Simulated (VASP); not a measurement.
# RbS2Br (R-3m) in VASP: single point with PBE

Aim: the single point of RbS2Br with PBE.

All numbers are computed with VASP 6.6.1; they aren't measurements. Logs are shortened: lines on timing, memory, paths and dates and some standing lists are left out, and cuts for length are marked.

## (1) The cell of the first run

The structure is trigonal, space group R-3m (No. 166). The conventional cell has a = 4.177 Å, b = 4.177 Å, c = 23.317 Å, α = 90.00°, β = 90.00°, γ = 120.00°. Rb (site symmetry -3m) has 6 S at 3.37 Å and 6 Rb at 4.18 Å and 6 Br at 4.57 Å within 4.6 Å. Within 3.8 Å of Br (site symmetry -3m) lie 6 S at 2.86 Å. Within 4.0 Å of S (site symmetry 3m) lie 3 Br at 2.86 Å and 3 Rb at 3.37 Å and 3 S at 3.90 Å.

## (2) Single point, PBE

Input file INCAR:

```
SYSTEM = RbS2Br
  PREC = Accurate
  ENCUT = 520
  EDIFF = 1E-6
  ISMEAR = -1
  SIGMA = 0.0688
  LREAL = .False.
  LASPH = .True.
  NELM = 80
  ALGO = Normal
  ISIF = 2
  LWAVE = .False.
  LCHARG = .False.
  GGA = PE
  NBANDS = 22
```

Input file KPOINTS:

```
Automatic mesh
0
Gamma
  5 5 5
  0 0 0
```

Input file POSCAR:

```
RbS2Br
1.0
    4.1766870000      0.0000000000      0.0000000000
   -2.0883440000      3.6171290000      0.0000000000
   -2.0883440000      1.2057130000      7.7724390000
Rb Br S
1 1 2
Direct
    0.0000000000      0.0000000000      0.0000000000
    0.5000000000      0.5000000000      0.5000000000
    0.2324000000      0.7676000000      0.6972000000
    0.7676000000      0.2324000000      0.3028000000
```

Potentials or basis: VASP PAW PBE potentials, release 64 (Rb_sv, Br, S).

Started as:

```console
> cat potpaw_PBE.64/Rb_sv/POTCAR potpaw_PBE.64/Br/POTCAR potpaw_PBE.64/S/POTCAR > POTCAR
> mpirun -np 1 vasp_std > vasp.out
```

OUTCAR:

```text
SYSTEM = RbS2Br
   PREC = Accurate
   ENCUT = 520
   EDIFF = 1E-6
   ISMEAR = -1
   LREAL = .False.
   LASPH = .True.
   NELM = 80
   ISIF = 2
   GGA = PE

 ion  position               nearest neighbor table
   1  0.000  0.000  0.000-   4 3.37   3 3.37   4 3.37   3 3.37   4 3.37   3 3.37
   2  0.500  0.500  0.500-
   3  0.232  0.768  0.697-   1 3.37   1 3.37   1 3.37
   4  0.768  0.232  0.303-   1 3.37   1 3.37   1 3.37

  LATTYP: Found a trigonal (rhomboedric) cell.
 ALAT       =     8.1379194214
 COS(alpha) =     0.8682928685

  Lattice vectors:

 A1 = (  -2.0883440000,   1.2057130000,   7.7724390000)
 A2 = (   0.0000000000,  -2.4114160000,   7.7724390000)
 A3 = (   2.0883430000,   1.2057130000,   7.7724390000)

Analysis of symmetry for initial positions (statically):
=====================================================================
 Subroutine PRICEL returns:
 Original cell was already a primitive cell.

 Routine SETGRP: Setting up the symmetry group for a
 trigonal (rhombohedral) supercell.

 Subroutine GETGRP returns: Found 12 space group operations
 (whereof 12 operations were pure point group operations)
 out of a pool of 12 trial point group operations.

The static configuration has the point symmetry D_3d.

Analysis of symmetry for dynamics (positions and initial velocities):
=====================================================================
 Subroutine PRICEL returns:
 Original cell was already a primitive cell.

 Routine SETGRP: Setting up the symmetry group for a
 trigonal (rhombohedral) supercell.

 Subroutine GETGRP returns: Found 12 space group operations
 (whereof 12 operations were pure point group operations)
 out of a pool of 12 trial point group operations.

The dynamic configuration has the point symmetry D_3d.

 Subroutine INISYM returns: Found 12 space group operations
 (whereof 12 operations are pure point group operations),
 and found     1 'primitive' translations

----------------------------------------------------------------------------------------

                                     Primitive cell

  volume of cell :     117.4230

  direct lattice vectors                    reciprocal lattice vectors
     4.176687000  0.000000000  0.000000000     0.239424213  0.138231210  0.042886532
    -2.088344000  3.617129000  0.000000000     0.000000000  0.276462355 -0.042886699
    -2.088344000  1.205713000  7.772439000     0.000000000  0.000000000  0.128659742

  length of vectors
     4.176687000  4.176697603  8.137919421     0.279769684  0.279769016  0.128659742

  position of ions in fractional coordinates (direct lattice)
     0.000000000  0.000000000  0.000000000
     0.500000000  0.500000000  0.500000000
     0.232400000  0.767600000  0.697200000
     0.767600000  0.232400000  0.302800000

  ion indices of the primitive-cell ions
   primitive index   ion index
                 1           1
                 2           2
                 3           3
                 4           4

----------------------------------------------------------------------------------------

 KPOINTS: Automatic mesh

Automatic generation of k-mesh.
 Grid dimensions read from file:
 generate k-points for:    5    5    5

 Generating k-lattice:

  Cartesian coordinates                     Fractional coordinates (reciprocal lattice)
     0.047884843  0.027646242  0.008577306     0.200000000  0.000000000  0.000000000
     0.000000000  0.055292471 -0.008577340     0.000000000  0.200000000  0.000000000
     0.000000000  0.000000000  0.025731948     0.000000000  0.000000000  0.200000000

  Length of vectors
     0.055953937  0.055953803  0.025731948

  Shift w.r.t. Gamma in fractional coordinates (k-lattice)
     0.000000000  0.000000000  0.000000000

 Subroutine IBZKPT returns following result:
 ===========================================

 Found     19 irreducible k-points:

 Following reciprocal coordinates:
            Coordinates               Weight
  0.000000  0.000000  0.000000      1.000000
  0.200000 -0.000000  0.000000      6.000000
  0.400000  0.000000  0.000000      6.000000
  0.200000  0.200000 -0.000000      6.000000
  0.400000  0.200000  0.000000     12.000000
 -0.400000  0.200000 -0.000000     12.000000
[... 11 lines left out ...]
  0.000000  0.000000  0.400000      2.000000
  0.200000 -0.000000  0.400000      6.000000
   k-points           NKPTS =     19   k-points in BZ     NKDIM =     19   number of bands    NBANDS=     22
   number of dos      NEDOS =    301   number of ions     NIONS =      4
   total plane-waves  NPLWV =  65536
   dimension x,y,z NGX =    32 NGY =   32 NGZ =   64
   dimension x,y,z NGXF=    64 NGYF=   64 NGZF=  128
   ions per type =               1   1   2
   NGX,Y,Z   is equivalent  to a cutoff of  12.74, 12.74, 13.07 a.u.
   NGXF,Y,Z  is equivalent  to a cutoff of  25.47, 25.47, 26.15 a.u.
 SYSTEM =  RbS2Br
   PREC   = accura    normal or accurate (medium, high low for compatibility)
   ISTART =      0    job   : 0-new  1-cont  2-samecut
   ICHARG =      2    charge: 1-file 2-atom 10-const
   ISPIN  =      1    spin polarized calculation?
   LNONCOLLINEAR =      F non collinear calculations
   LSORBIT =      F    spin-orbit coupling
   LASPH  =      T    aspherical Exc in radial PAW
   ENCUT  =  520.0 eV  38.22 Ry    6.18 a.u.   7.77  7.77 15.13*2*pi/ulx,y,z
   NELM   =     80;   NELMIN=  2; NELMDL= -5     # of ELM steps
   EDIFF  = 0.1E-05   stopping-criterion for ELM
   LREAL  =      F    real-space projection
   EDIFFG = 0.1E-04   stopping-criterion for IOM
   NSW    =      0    number of steps for IOM
   IBRION =     -1    ionic relax: 0-MD 1-quasi-New 2-CG
   NFREE  =      0    steps in history (QN), initial steepest desc. (CG)
   ISIF   =      2    stress and relaxation
   ISYM   =      2    0-nonsym 1-usesym 2-fastsym
   POTIM  = 0.5000    time-step for ionic-motion
   TEBEG  =    0.0;   TEEND  =   0.0 temperature during run
   PSTRESS=    0.0 pullay stress
   NELECT =      28.0000    total number of electrons
   NUPDOWN=      -1.0000    fix difference up-down
   EMIN   =  10.00;   EMAX   =-10.00  energy-range for DOS
   EFERMI =   0.00;   METHOD = LEGACY
   ISMEAR =    -1;   SIGMA  =   0.07  broadening in eV -4-tet -1-fermi 0-gaus
   EFERMI_NEDOS =   21; number of points for ismear=-14 and -15
   IALGO  =     38    algorithm
   IMIX   =      4    mixing-type and parameters
     AMIX     =   0.40;   BMIX     =  1.00
     AMIX_MAG =   1.60;   BMIX_MAG =  1.00
  volume/ion in A,a.u.               =      29.36       198.10
  Fermi-wavevector in a.u.,A,eV,Ry     =   1.015180  1.918412 14.022037  1.030591
  Thomas-Fermi vector in A             =   2.148451
   LORBIT       =      0    0 simple, 1 ext, 2 COOP (PROOUT), +10 PAW based schemes
   GGA     = PE    functional components
   LHFCALC =     F    Hartree Fock is set to
   AEXX    =    0.0000 exact exchange contribution
   IVDW    =     0    specifies the selected vdW correction
   LEPSILON=     F    determine dielectric tensor
   LRPA    =     F    only Hartree local field effects (RPA)
 non-spin polarized calculation
  energy-cutoff  :      520.00
  volume of cell :      117.42
 maximum number of plane-waves:      3179
   NGX = 15   NGY = 15   NGZ = 31

 number of electron      27.9999999 magnetization

 Free energy of the ion-electron system (eV)
  ---------------------------------------------------
  ext. energy  EPLUGINS =         0.00000000
  ---------------------------------------------------
  free energy    TOTEN  =        -9.54039870 eV

  energy without entropy =       -9.44284048  energy(sigma->0) =       -9.49161959

 E-fermi :   1.9586     XC(G=0):  -8.3642

 val. band max:        1.9536576919   @ k =   0.2000   0.2000  -0.0000
 cond. band min:       1.9708877281   @ k =   0.2000  -0.2000   0.2000
 fundamental gap:      0.0172300361
 Fermi energy:         1.9586251293

 k-point     1 :       0.0000    0.0000    0.0000
  band No.  band energies     occupation
      1     -24.8049      2.00000
      2     -14.2910      2.00000
      3     -10.1424      2.00000
      4      -9.1563      2.00000
      5      -8.7802      2.00000
      6      -8.7802      2.00000
[... 14 lines left out ...]
     21       8.9699      0.00000
     22       8.9713      0.00000

 k-point     2 :       0.2000   -0.0000    0.0000
  band No.  band energies     occupation
      1     -24.7930      2.00000
      2     -14.1566      2.00000
      3      -9.9954      2.00000
      4      -9.4705      2.00000
      5      -8.8164      2.00000
      6      -8.7974      2.00000
[... 14 lines left out ...]
     21       8.7146      0.00000
     22       9.2172      0.00000

 k-point     3 :       0.4000    0.0000    0.0000
  band No.  band energies     occupation
      1     -24.7737      2.00000
      2     -13.9095      2.00000
      3      -9.8349      2.00000
      4      -9.7996      2.00000
      5      -8.9456      2.00000
      6      -8.8740      2.00000
[... 14 lines left out ...]
     21       9.0320      0.00000
     22       9.7275      0.00000

 k-point     4 :       0.2000    0.2000   -0.0000
  band No.  band energies     occupation
      1     -24.7774      2.00000
      2     -13.9610      2.00000
      3      -9.7911      2.00000
      4      -9.7796      2.00000
      5      -8.8998      2.00000
      6      -8.8883      2.00000
[... 14 lines left out ...]
     21       8.6998      0.00000
     22       9.5298      0.00000

 k-point     5 :       0.4000    0.2000    0.0000
  band No.  band energies     occupation
      1     -24.7677      2.00000
      2     -13.8264      2.00000
      3      -9.8740      2.00000
      4      -9.7764      2.00000
      5      -8.9407      2.00000
      6      -8.9130      2.00000
[... 14 lines left out ...]
     21       9.2760      0.00000
     22       9.6913      0.00000

 k-point     6 :      -0.4000    0.2000   -0.0000
  band No.  band energies     occupation
      1     -24.7774      2.00000
      2     -13.9611      2.00000
      3      -9.8148      2.00000
      4      -9.7598      2.00000
      5      -8.8991      2.00000
      6      -8.8817      2.00000
[... 14 lines left out ...]
     21       8.9382      0.00000
     22       9.5195      0.00000

 k-point     7 :      -0.2000    0.2000   -0.0000
  band No.  band energies     occupation
      1     -24.7930      2.00000
      2     -14.1569      2.00000
      3      -9.9614      2.00000
      4      -9.5230      2.00000
      5      -8.8165      2.00000
      6      -8.8110      2.00000
[... 199 lines left out ...]
      6      -8.8716      2.00000
[... 14 lines left out ...]
     21       9.4196      0.00000
     22       9.8899      0.00000

 k-point    16 :       0.4000   -0.4000    0.2000
  band No.  band energies     occupation
      1     -24.7737      2.00000
      2     -13.9093      2.00000
      3     -10.0171      2.00000
      4      -9.5574      2.00000
      5      -8.9504      2.00000
      6      -8.8742      2.00000
[... 14 lines left out ...]
     21       9.4577      0.00000
     22       9.7358      0.00000

 k-point    17 :       0.2000   -0.2000    0.2000
  band No.  band energies     occupation
      1     -24.7930      2.00000
      2     -14.1583      2.00000
      3      -9.8629      2.00000
      4      -9.6357      2.00000
      5      -8.8357      2.00000
      6      -8.8166      2.00000
[... 14 lines left out ...]
     21       8.8469      0.00000
     22       9.4132      0.00000

 k-point    18 :       0.0000    0.0000    0.4000
  band No.  band energies     occupation
      1     -24.8049      2.00000
      2     -14.2947      2.00000
      3      -9.9018      2.00000
      4      -9.5676      2.00000
      5      -8.7803      2.00000
      6      -8.7802      2.00000
[... 14 lines left out ...]
     21       8.4138      0.00000
     22       9.4662      0.00000

 k-point    19 :       0.2000   -0.0000    0.4000
  band No.  band energies     occupation
      1     -24.7930      2.00000
      2     -14.1588      2.00000
      3      -9.8504      2.00000
      4      -9.6394      2.00000
      5      -8.8421      2.00000
      6      -8.8165      2.00000
[... 14 lines left out ...]
     21       8.8442      0.00000
     22       9.3725      0.00000

------------------------ aborting loop because EDIFF is reached ----------------------------------------

  FORCE on cell =-STRESS in cart. coord.  units (eV):
  Direction    XX          YY          ZZ          XY          YZ          ZX
  --------------------------------------------------------------------------------------
  -------------------------------------------------------------------------------------
  Total        0.2170490      0.2170504     -1.5342856     -0.0000000     -0.0000007      0.0000001
  in kB        2.9615230      2.9615426    -20.9345454     -0.0000004     -0.0000090      0.0000009
  external PRESSURE =      -5.0038266 kB  Pullay stress =       0.0000000 kB

 VOLUME and BASIS-vectors are now :
 -----------------------------------------------------------------------------
  energy-cutoff  :      520.00
  volume of cell :      117.42
      direct lattice vectors                 reciprocal lattice vectors
     4.176687000  0.000000000  0.000000000     0.239424213  0.138231210  0.042886532
    -2.088344000  3.617129000  0.000000000     0.000000000  0.276462355 -0.042886699
    -2.088344000  1.205713000  7.772439000     0.000000000  0.000000000  0.128659742

 POSITION                                       TOTAL-FORCE (eV/Angst)
 -----------------------------------------------------------------------------------
      0.00000      0.00000      0.00000        -0.000000      0.000000      0.000000
     -0.00000      2.41142      3.88622        -0.000000      0.000000      0.000000
     -2.08834      3.61713      5.41894         0.000000     -0.000000     -0.307692
      2.08834      1.20571      2.35349        -0.000000      0.000000      0.307692
 -----------------------------------------------------------------------------------
    total drift:                               -0.000000     -0.000000     -0.000000

  FREE ENERGIE OF THE ION-ELECTRON SYSTEM (eV)
  ---------------------------------------------------
  free  energy   TOTEN  =        -9.5403986965 eV

  energy  without entropy=       -9.4428404818  energy(sigma->0) =       -9.49161959
```

Wall time 37 s (1 thread of AMD EPYC 7R13 (Zen 3), shared host); peak memory 0.23 GiB.

Results:

| Property | Result |
| --- | --- |
| Free energy | -9.5404 eV |
| Pressure | -0.5 GPa |
| Largest force | 0.308 eV/Å |
| Band gap on the k mesh | zero (bands 14 and 15 overlap by 0.40 eV) |

Forces on the atoms (eV/Å):
```
Rb   0.000  0.000  0.000
Br   0.000  0.000  0.000
S    0.000  0.000 -0.308
S    0.000  0.000  0.308
```

Stress tensor (GPa, compression positive):
```
 0.30  0.00  0.00
 0.00  0.30  0.00
 0.00  0.00 -2.09
```

Levels at points of the mesh, in eV from the Fermi level:
```tsv
k point	band 11	band 12	band 13	band 14	band 15	band 16	band 17	band 18
(0.00, 0.00, 0.00)	-2.29	-1.38	-1.38	-0.70	-0.06	-0.06	3.20	5.46
```
